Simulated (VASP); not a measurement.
# C (P6_3/mmc) in VASP: further runs, part 2 of 2

VASP 6.6.1. The steps go on from the part before.

### 4 Relaxation of the atoms, PBEsol (strained cell)

INCAR

```
SYSTEM = C
PREC     = Accurate       ! precision mode
ENCUT    = 520            ! plane-wave cutoff, eV
EDIFF    = 1E-7           ! SCF threshold, eV
ISMEAR   = 0              ! smearing method
SIGMA    = 0.02           ! smearing width, eV
LREAL    = .FALSE.        ! projectors in reciprocal space
LASPH    = .TRUE.         ! aspherical terms in the spheres
NELM     = 60             ! most SCF steps
ALGO     = Normal         ! electronic algorithm
ISIF     = 2              ! what is computed and relaxed
LWAVE    = .FALSE.        ! write WAVECAR
LCHARG   = .FALSE.        ! write CHGCAR
GGA      = PS             ! functional
IBRION   = 2              ! ionic algorithm
NSW      = 60             ! ionic steps
EDIFFG   = -0.002         ! ionic threshold
```

KPOINTS

```
regular mesh
0
G
  9 9 6
  0 0 0
```

POSCAR

```
C
1.0
    2.4982678404      0.0000000000      0.0000000000
   -1.2491339202      2.1635634153      0.0000000000
    0.0000000000      0.0000000000      4.2229976408
C
4
Direct
    0.3333333333      0.6666666667     -0.0002601248
    0.6666666667      0.3333333333      0.4997398752
    0.3333333333      0.6666666667      0.3742601248
    0.6666666667      0.3333333333      0.8742601248
```

Potentials or basis: VASP PAW PBE potentials, release 64 (C).

Started as:

```sh
cat potpaw_PBE.64/C/POTCAR > POTCAR
mpirun -np 1 vasp_std > vasp.out
```

OUTCAR:

```text
SYSTEM = C
   PREC = Accurate
   ENCUT = 520
   EDIFF = 1E-7
   ISMEAR = 0
   LREAL = .FALSE.
   LASPH = .TRUE.
   NELM = 60
   ISIF = 2
   GGA = PS
   IBRION = 2
   NSW = 60
   EDIFFG = -0.002

 ion  position               nearest neighbor table
   1  0.333  0.667  1.000-   4 1.54   4 1.54   4 1.54   3 1.58
   2  0.667  0.333  0.500-   3 1.54   3 1.54   3 1.54   4 1.58
   3  0.333  0.667  0.374-   2 1.54   2 1.54   2 1.54   1 1.58
   4  0.667  0.333  0.874-   1 1.54   1 1.54   1 1.54   2 1.58

  LATTYP: Found a hexagonal cell.
 ALAT       =     2.4982678404
 C/A-ratio  =     1.6903702527

  Lattice vectors:

 A1 = (   2.4982678404,   0.0000000000,   0.0000000000)
 A2 = (  -1.2491339202,   2.1635634153,   0.0000000000)
[... 279 lines left out ...]
      1     -11.8430      2.00000
      2      -6.4678      2.00000
      3      -3.7895      2.00000
      4       6.9809      2.00000
      5       6.9809      2.00000
      6       9.4066      2.00000
      7       9.9006      2.00000
      8       9.9006      2.00000
      9      14.7546      0.00000
     10      14.9896      0.00000
     11      14.9896      0.00000
     12      18.3386      0.00000
[... 331 lines left out ...]
 k-point    24 :       0.3333    0.3333    0.1667
  band No.  band energies     occupation
      1      -4.4301      2.00000
      2      -4.4301      2.00000
      3      -1.0552      2.00000
      4      -0.6490      2.00000
      5      -0.6490      2.00000
      6       2.2929      2.00000
      7       3.6305      2.00000
      8       3.6305      2.00000
      9      13.7827      0.00000
     10      19.7461      0.00000
     11      19.7461      0.00000
     12      22.5977      0.00000

 [... further k-points ...]

------------------------ aborting loop because EDIFF is reached ----------------------------------------

  FORCE on cell =-STRESS in cart. coord.  units (eV):
  Direction    XX          YY          ZZ          XY          YZ          ZX
  --------------------------------------------------------------------------------------
  -------------------------------------------------------------------------------------
  Total        0.1616496      0.1616496     -2.5638665      0.0000000     -0.0000000     -0.0000000
  in kB       11.3463403     11.3463403   -179.9602247      0.0000000     -0.0000000     -0.0000000
  external PRESSURE =     -52.4225147 kB  Pullay stress =       0.0000000 kB
[... 19 lines left out ...]
  FREE ENERGIE OF THE ION-ELECTRON SYSTEM (eV)
  ---------------------------------------------------
  free  energy   TOTEN  =       -38.3860627942 eV

  energy  without entropy=      -38.3860627942  energy(sigma->0) =      -38.38606279

 reached required accuracy - stopping structural energy minimisation
```

CONTCAR:

```text
C
   1.00000000000000
     2.4982678404000001    0.0000000000000000    0.0000000000000000
    -1.2491339202000000    2.1635634153000001    0.0000000000000000
     0.0000000000000000    0.0000000000000000    4.2229976408000001
  C
     4
Direct
     0.3333333332999970    0.6666666667000030    0.9997848920160345
     0.6666666667000030    0.3333333332999970    0.4997848920160344
     0.3333333332999970    0.6666666667000030    0.3742151079839679
     0.6666666667000030    0.3333333332999970    0.8742151079839678

  0.00000000E+00  0.00000000E+00  0.00000000E+00
  0.00000000E+00  0.00000000E+00  0.00000000E+00
  0.00000000E+00  0.00000000E+00  0.00000000E+00
  0.00000000E+00  0.00000000E+00  0.00000000E+00
```

It took 31 s on 1 thread of Intel Xeon 8259CL, shared host; peak memory 0.13 GiB.

Results:

* Free energy: -38.3861 eV
* Energy gained by relaxing: 0.0 meV/atom
* Ionic steps: 3
* Pressure after relaxing: -5.2 GPa
* Band gap on the k mesh: 3.08 eV (least direct gap 4.85 eV)

Final structure:
```
C
1.0
     2.49827    0.00000    0.00000
    -1.24913    2.16356    0.00000
     0.00000    0.00000    4.22300
C
4
Direct
  0.33333 0.66667 0.99978
  0.66667 0.33333 0.49978
  0.33333 0.66667 0.37422
  0.66667 0.33333 0.87421
```

Levels at points of the mesh, in eV from the valence-band top:
| k point | band 4 | band 5 | band 6 | band 7 | band 8 | band 9 | band 10 | band 11 | band 12 |
| --- | --- | --- | --- | --- | --- | --- | --- | --- | --- |
| (0.00, 0.00, 0.00) | -2.92 | -2.92 | -0.49 | 0.00 | 0.00 | 4.85 | 5.09 | 5.09 | 8.44 |
| (0.00, 0.00, 0.50) | -7.20 | -1.74 | -1.74 | -1.74 | -1.74 | 7.27 | 7.27 | 7.27 | 7.27 |

Caveat: the cell differs from its parent crystal (strained cell); the PAW data sets were made with another functional, which shifts forces and pressure a little; an odd mesh through Γ misses points on the zone boundary, where band edges can lie.

### 5 Relaxation of the atoms, PBEsol (strained cell)

INCAR

```
  PREC = Accurate
  ENCUT = 520
  EDIFF = 1E-6
  ISMEAR = 0
  SIGMA = 0.02
  LREAL = False
  LASPH = True
  NELM = 80
  ALGO = Normal
  ISIF = 2
  LWAVE = False
  LCHARG = False
  GGA = PS
  IBRION = 2
  NSW = 60
  EDIFFG = -0.002
```

KPOINTS

```
Automatic mesh
0
Gamma
  9 9 6
```

POSCAR

```
C
1.0
    2.5643191212      0.0000000000      0.0000000000
   -1.2821595606      2.2207655024      0.0000000000
    0.0000000000      0.0000000000      4.2229976408
C
4
Direct
    0.3333333333      0.6666666667     -0.0002046816
    0.6666666667      0.3333333333      0.4997953184
    0.3333333333      0.6666666667      0.3742046816
    0.6666666667      0.3333333333      0.8742046816
```

Started as:

```sh
cat potpaw_PBE.64/C/POTCAR > POTCAR
mpirun -np 1 vasp_std > vasp.out
```

It took 25 s on 1 thread of Intel Xeon 8259CL, shared host; peak memory 0.13 GiB.

The run converged. Its results:

| Property | Result |
| --- | --- |
| Free energy | -38.2736 eV |
| Energy gained by relaxing | 0.0 meV/atom |
| Ionic steps | 3 |
| Pressure after relaxing | -25.6 GPa |
| Band gap on the k mesh | 3.30 eV (least direct gap 4.70 eV) |

Stress tensor (GPa, compression positive):
```
-29.61   0.00   0.00
  0.00 -29.61   0.00
  0.00   0.00 -17.70
```

Final structure:
```
C
1.0
     2.56432    0.00000    0.00000
    -1.28216    2.22077    0.00000
     0.00000    0.00000    4.22300
C
4
Cartesian
  0.0000 1.4805 4.2213
  1.2822 0.7403 2.1098
  0.0000 1.4805 1.5811
  1.2822 0.7403 3.6926
```

Levels at points of the mesh, in eV from the valence-band top:
| k point | band 4 | band 5 | band 6 | band 7 | band 8 | band 9 | band 10 | band 11 | band 12 |
| --- | --- | --- | --- | --- | --- | --- | --- | --- | --- |
| (0.00, 0.00, 0.00) | -3.03 | -3.03 | -0.43 | 0.00 | 0.00 | 4.70 | 4.70 | 5.40 | 7.15 |
| (0.00, 0.00, 0.50) | -6.66 | -1.82 | -1.82 | -1.82 | -1.82 | 6.92 | 6.92 | 6.92 | 7.02 |

Caveat: the cell differs from its parent crystal (strained cell); the PAW data sets were made with another functional, which shifts forces and pressure a little; an odd mesh through Γ misses points on the zone boundary, where band edges can lie.

### 6 Overview

```tsv
cell	gap on the mesh (eV)	pressure (GPa)
atoms relaxed from a = 2.499, b = 2.499, c = 4.223 Å, angles 90.0, 90.0, 120.0°, 4 atoms	3.08	-5.6
atoms relaxed from a = 2.498, b = 2.498, c = 4.223 Å, angles 90.0, 90.0, 120.0°, 4 atoms	3.08	-5.2
atoms relaxed from a = 2.564, b = 2.564, c = 4.223 Å, angles 90.0, 90.0, 120.0°, 4 atoms	3.30	-25.6
```

Alike in all rows: task relaxation of the atoms; level PBEsol; potentials or basis VASP PAW PBE potentials, release 64 (C); no spin polarisation; k mesh 9 × 9 × 6; cutoff (eV) 520; smearing gaussian 0.02 eV.

Caveats: the PAW data sets were made with another functional, which shifts forces and pressure a little; an odd mesh through Γ misses points on the zone boundary, where band edges can lie.

Total energies depend on the potentials used, so only differences within one code and one set of settings carry meaning.
